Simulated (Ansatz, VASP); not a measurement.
One calculation of InSe, two programs

File INCAR:

```
PREC     = Accurate       # precision mode
ENCUT    = 520            # plane-wave cutoff, eV
EDIFF    = 1E-7           # SCF threshold, eV
ISMEAR   = 0              # smearing method
SIGMA    = 0.05           # smearing width, eV
LREAL    = False          # projectors in reciprocal space
LASPH    = True           # aspherical terms in the spheres
NELM     = 80             # most SCF steps
ALGO     = Normal         # electronic algorithm
ISIF     = 2              # what is computed and relaxed
LWAVE    = False          # write WAVECAR
LCHARG   = False          # write CHGCAR
LDIPOL   = True         
IDIPOL   = 3            
DIPOL    = 0.5 0.5 0.500
GGA      = PE             # functional
NBANDS   = 48             # bands
```

The input KPOINTS:

```
regular mesh
0
Gamma
  9 9 1
```

POSCAR

```
InSe
1.0
    4.0873395114      0.0000000000      0.0000000000
   -2.0436697557      3.5397398508      0.0000000000
    0.0000000000      0.0000000000     29.6859927383
Se In
4 4
Direct
    0.0000000000      0.0000000000      0.2526444059
    0.0000000000      0.0000000000      0.4336024520
    0.6666666667      0.3333333333      0.5663975480
    0.6666666667      0.3333333333      0.7473555941
    0.6666666667      0.3333333333      0.2955318374
    0.6666666667      0.3333333333      0.3907189941
    0.3333333333      0.6666666667      0.6092849795
    0.3333333333      0.6666666667      0.7044721362
```

Input for Ansatz:

```yaml
crystal:
  lattice:
    - [4.0873395114, 0.0, 0.0]
    - [-2.0436697557, 3.5397398508, 0.0]
    - [0.0, 0.0, 29.6859927383]
  atoms:
    - { symbol: Se, position: [0.0, 0.0, 0.2526444059] }
    - { symbol: In, position: [0.6666666667, 0.3333333333, 0.2955318374] }
    - { symbol: In, position: [0.6666666667, 0.3333333333, 0.3907189941] }
    - { symbol: Se, position: [0.0, 0.0, 0.433602452] }
    - { symbol: Se, position: [0.6666666667, 0.3333333333, 0.566397548] }
    - { symbol: In, position: [0.3333333333, 0.6666666667, 0.6092849795] }
    - { symbol: In, position: [0.3333333333, 0.6666666667, 0.7044721362] }
    - { symbol: Se, position: [0.6666666667, 0.3333333333, 0.7473555941] }
basis:
  ecutwfc: 420
kpoints:
  mp_grid: { grid: [9, 9, 1] }
hamiltonian:
  xc: pbe
scf:
  occupations: { method: gaussian, width: 0.05 }
output:
  forces: true
  stress: true
  eigenvalues: true
  write_density: true
  write_potential: true
  elf: true
  volumetric_format: npy
efield:
  axis: 3
  dipole_correction: true
  ramp_width: 0.04
```

Alike in both runs: task single point; functional PBE; k mesh 9 × 9 × 1; occupations gaussian, width 0.05 eV; no spin polarisation.

```csv
,VASP,Ansatz
version,VASP 6.6.1,Ansatz 0.2.0
potentials or method,"VASP PAW PBE potentials, release 64 (Se, In_d), cutoff 520 eV","scalar-relativistic, plane waves, PAW"
valence electrons in the cell,76,116
```

```tsv
	VASP	Ansatz	Ansatz less VASP
gap on the k mesh at the Fermi level (eV)	1.10	1.11	+0.011
least direct gap on the mesh (eV)	1.14	1.15	+0.010
rms of the force components (eV/Å)	0.008	0.001	-0.0074
```

VASP's potentials hold 76 valence electrons a cell and Ansatz's 116, so a difference there can come from the potentials and not from the codes.
